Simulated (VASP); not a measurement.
Write the native input for VASP 6.6.1 that does the following.

- Task: single point
- Functional: r2SCAN
- Potentials or basis: VASP PAW PBE potentials, release 64 (Si, C)
- Cutoff: 520 eV
- k mesh: 9 × 9 × 4
- Occupations: fermi-dirac, width 0.02 eV
- Spin: no spin polarisation
- Dipole correction: no
- Further INCAR settings: ALGO = Normal; EDIFF = 1e-06; NBANDS = 16

The system is SiC.

```
Si C
1.0
     3.13733    0.00000    0.00000
    -1.56867    2.71701    0.00000
     0.00000    0.00000    4.93272
Si C
2 2
Direct
  0.33333 0.66667 0.25000
  0.66667 0.33333 0.75000
  0.66667 0.33333 0.25000
  0.33333 0.66667 0.75000
```

One way to write it, as run:

POSCAR

```
SiC
1.0
    3.1373345300      0.0000000000      0.0000000000
   -1.5686672650      2.7170114032      0.0000000000
    0.0000000000      0.0000000000      4.9327234312
Si C
2 2
Direct
    0.3333333333      0.6666666667      0.2500000000
    0.6666666667      0.3333333333      0.7500000000
    0.6666666667      0.3333333333      0.2500000000
    0.3333333333      0.6666666667      0.7500000000
```

INCAR.step1

```
PREC = Accurate
ENCUT = 520
ISMEAR = -1
SIGMA = 0.02
LREAL = F
LASPH = T
NELM = 100
NBANDS = 16
GGA = PE
ALGO = Normal
EDIFF = 1E-4
LWAVE = T
LCHARG = F
```

INCAR.step2

```
PREC = Accurate
ENCUT = 520
EDIFF = 1E-6
ISMEAR = -1
SIGMA = 0.02
LREAL = F
LASPH = T
NELM = 100
ALGO = Normal
ISIF = 2
LWAVE = F
LCHARG = F
METAGGA = R2SCAN
LMIXTAU = T
NBANDS = 16
ISTART = 1
```

KPOINTS

```
Automatic mesh
0
Gamma
  9 9 4
```

Potentials or basis: VASP PAW PBE potentials, release 64 (Si, C).

The run is started by

```console
$ cat potpaw_PBE.64/Si/POTCAR potpaw_PBE.64/C/POTCAR > POTCAR
$ cp INCAR.step1 INCAR
$ mpirun -np 1 vasp_std > vasp.out
$ cp INCAR.step2 INCAR
$ mpirun -np 1 vasp_std > vasp.out
```

Results of the run:

The pressure is -0.2 GPa and the band gap on the k mesh is 0.18 eV, indirect (least direct gap 1.88 eV).

Caveat: the PAW data sets were made with another functional, which shifts forces and pressure a little.

It took 53 s on 1 thread of Intel(R) Xeon(R) Platinum 8488C (Sapphire Rapids), with other jobs on the host, peak memory 0.17 GiB.
